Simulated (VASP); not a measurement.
# ScAl3 (Pm-3m) in VASP: a series of runs, part 2 of 2

VASP 6.6.1. Earlier steps stand in the parts before.

## Step 3: Electric field gradients, PBE

This run uses another cell than the first one, of 17.29 Å³/atom, 1.012 times its volume.

The input, INCAR:

```
SYSTEM = ScAl3
PREC = Accurate
ENCUT = 400
EDIFF = 1E-8
ISMEAR = 0
SIGMA = 0.05
LREAL = .False.
LASPH = .True.
NELM = 120
ALGO = Normal
ISIF = 2
LWAVE = .False.
LCHARG = .False.
GGA = PE
LEFG = .True.
NBANDS = 18
GGA_COMPAT = .False.
```

The input, KPOINTS:

```
regular mesh
0
Gamma
  10 10 10
  0 0 0
```

The input, POSCAR:

```
ScAl3
1.0
    4.1047623779      0.0000000000      0.0000000000
    0.0000000000      4.1047623779      0.0000000000
    0.0000000000      0.0000000000      4.1047623779
Sc Al
1 3
Direct
    0.0000000000      0.0000000000      0.0000000000
    0.5000000000      0.0000000000      0.5000000000
    0.0000000000      0.5000000000      0.5000000000
    0.5000000000      0.5000000000      0.0000000000
```

Potentials or basis: VASP PAW PBE potentials, release 64 (Sc_sv, Al).

Run with:

```bash
$ cat potpaw_PBE.64/Sc_sv/POTCAR potpaw_PBE.64/Al/POTCAR > POTCAR
$ mpirun -np 1 vasp_std > vasp.out
```

OUTCAR:

```text
SYSTEM = ScAl3
   PREC = Accurate
   ENCUT = 400
   EDIFF = 1E-8
   ISMEAR = 0
   LREAL = .False.
   LASPH = .True.
   NELM = 120
   ISIF = 2
   GGA = PE

 ion  position               nearest neighbor table
   1  0.000  0.000  0.000-   2 2.90   3 2.90   4 2.90   2 2.90   3 2.90   3 2.90   4 2.90   3 2.90
                             2 2.90   4 2.90   2 2.90   4 2.90
   2  0.500  0.000  0.500-   1 2.90   3 2.90   4 2.90   1 2.90   4 2.90   3 2.90   4 2.90   4 2.90
                             1 2.90   3 2.90   1 2.90   3 2.90
   3  0.000  0.500  0.500-   1 2.90   2 2.90   4 2.90   1 2.90   4 2.90   1 2.90   2 2.90   1 2.90
                             2 2.90   4 2.90   4 2.90   2 2.90
   4  0.500  0.500  0.000-   1 2.90   2 2.90   3 2.90   2 2.90   3 2.90   1 2.90   2 2.90   2 2.90
                             1 2.90   3 2.90   3 2.90   1 2.90

  LATTYP: Found a simple cubic cell.
 ALAT       =     4.1047623779

  Lattice vectors:

 A1 = (   4.1047623779,   0.0000000000,   0.0000000000)
 A2 = (   0.0000000000,   4.1047623779,   0.0000000000)
 A3 = (   0.0000000000,   0.0000000000,   4.1047623779)

Analysis of symmetry for initial positions (statically):
=====================================================================
 Subroutine PRICEL returns:
 Original cell was already a primitive cell.

 Routine SETGRP: Setting up the symmetry group for a
 simple cubic supercell.

 Subroutine GETGRP returns: Found 48 space group operations
[... 9 lines left out ...]

 Routine SETGRP: Setting up the symmetry group for a
 simple cubic supercell.

 Subroutine GETGRP returns: Found 48 space group operations
[... 11 lines left out ...]
                                     Primitive cell

  volume of cell :      69.1614

  direct lattice vectors                    reciprocal lattice vectors
[... 637 lines left out ...]
      6       1.6510      2.00000
[... 10 lines left out ...]
     17      11.9223      0.00000
     18      12.6876      0.00000

 [... further k-points ...]
[... 5 lines left out ...]
  --------------------------------------------------------------------------------------
  -------------------------------------------------------------------------------------
  Total       -0.0021982     -0.0021982     -0.0021982      0.0000000      0.0000000      0.0000000
  in kB       -0.0509219     -0.0509219     -0.0509219      0.0000000      0.0000000      0.0000000
  external PRESSURE =      -0.0509219 kB  Pullay stress =       0.0000000 kB

 VOLUME and BASIS-vectors are now :
 -----------------------------------------------------------------------------
  energy-cutoff  :      400.00
  volume of cell :       69.16
      direct lattice vectors                 reciprocal lattice vectors
     4.104762378  0.000000000  0.000000000     0.243619461  0.000000000  0.000000000
     0.000000000  4.104762378  0.000000000     0.000000000  0.243619461  0.000000000
     0.000000000  0.000000000  4.104762378     0.000000000  0.000000000  0.243619461

 POSITION                                       TOTAL-FORCE (eV/Angst)
 -----------------------------------------------------------------------------------
      0.00000      0.00000      0.00000         0.000000      0.000000      0.000000
      2.05238      0.00000      2.05238         0.000000      0.000000      0.000000
      0.00000      2.05238      2.05238         0.000000      0.000000      0.000000
      2.05238      2.05238      0.00000         0.000000      0.000000      0.000000
 -----------------------------------------------------------------------------------
    total drift:                               -0.000000     -0.000000     -0.000000

  FREE ENERGIE OF THE ION-ELECTRON SYSTEM (eV)
  ---------------------------------------------------
  free  energy   TOTEN  =       -19.2967924712 eV

  energy  without entropy=      -19.2953992504  energy(sigma->0) =      -19.29609586

 Electric field gradients (V/A^2)
---------------------------------------------------------------------
 ion       V_xx      V_yy      V_zz      V_xy      V_xz      V_yz
---------------------------------------------------------------------
   1      -0.000    -0.000    -0.000    -0.000    -0.000    -0.000
   2      -9.679    19.359    -9.679    -0.000     0.000    -0.000
   3      19.359    -9.679    -9.679    -0.000     0.000    -0.000
   4      -9.679    -9.679    19.359     0.000    -0.000     0.000
---------------------------------------------------------------------

 Electric field gradients after diagonalization (V/A^2)
 (convention: |V_zz| > |V_xx| > |V_yy|)
----------------------------------------------------------------------
 ion       V_xx      V_yy      V_zz     asymmetry (V_yy - V_xx)/ V_zz
----------------------------------------------------------------------
   1      -0.000    -0.000    -0.000      -0.052
   2      -9.679    -9.679    19.359       0.000
   3      -9.679    -9.679    19.359       0.000
   4      -9.679    -9.679    19.359       0.000
----------------------------------------------------------------------

           NMR quadrupolar parameters

 Cq : quadrupolar parameter    Cq=e*Q*V_zz/h
 eta: asymmetry parameters     (V_yy - V_xx)/ V_zz
 Q  : nuclear electric quadrupole moment in mb (millibarn)
----------------------------------------------------------------------
 ion       Cq(MHz)       eta       Q (mb)
----------------------------------------------------------------------
   1      -0.000      -0.052       1.000
   2       0.047       0.000       1.000
   3       0.047       0.000       1.000
   4       0.047       0.000       1.000
----------------------------------------------------------------------
```

Run time: 45 s. Hardware: 1 thread of Intel Xeon 6975P-C, shared host; peak memory 0.19 GiB.

Results:

| Item | Value |
| --- | --- |
| Free energy | -19.2968 eV |
| Pressure | 0.0 GPa |
| Band gap on the k mesh | zero (band 10 reaches 7.96 eV, above the bottom of band 11 at 4.22 eV) |

Levels at points of the mesh, in eV from the Fermi level:
```tsv
k point	band 8	band 9	band 10	band 11	band 12	band 13
(0.00, 0.00, 0.00)	-1.83	-1.83	-1.83	1.25	1.29	1.29
(0.50, 0.00, 0.00)	-1.71	-1.46	0.78	0.97	0.97	1.34
(0.50, 0.50, 0.00)	-4.35	-0.54	-0.54	1.18	1.35	2.05
(0.50, 0.50, 0.50)	-4.45	-2.96	-2.96	-2.96	0.92	2.57
```

Electric field gradients, principal values (V/Å²):
| atom | least | middle | greatest (by size) |
| --- | --- | --- | --- |
| 1 Sc | 0.000 | 0.000 | 0.000 |
| 2 Al | -9.679 | -9.679 | 19.359 |
| 3 Al | -9.679 | -9.679 | 19.359 |
| 4 Al | -9.679 | -9.679 | 19.359 |

Caveat: without QUAD_EFG the Cq values of the log hold for a quadrupole moment of 1 mb, not for the nuclei.
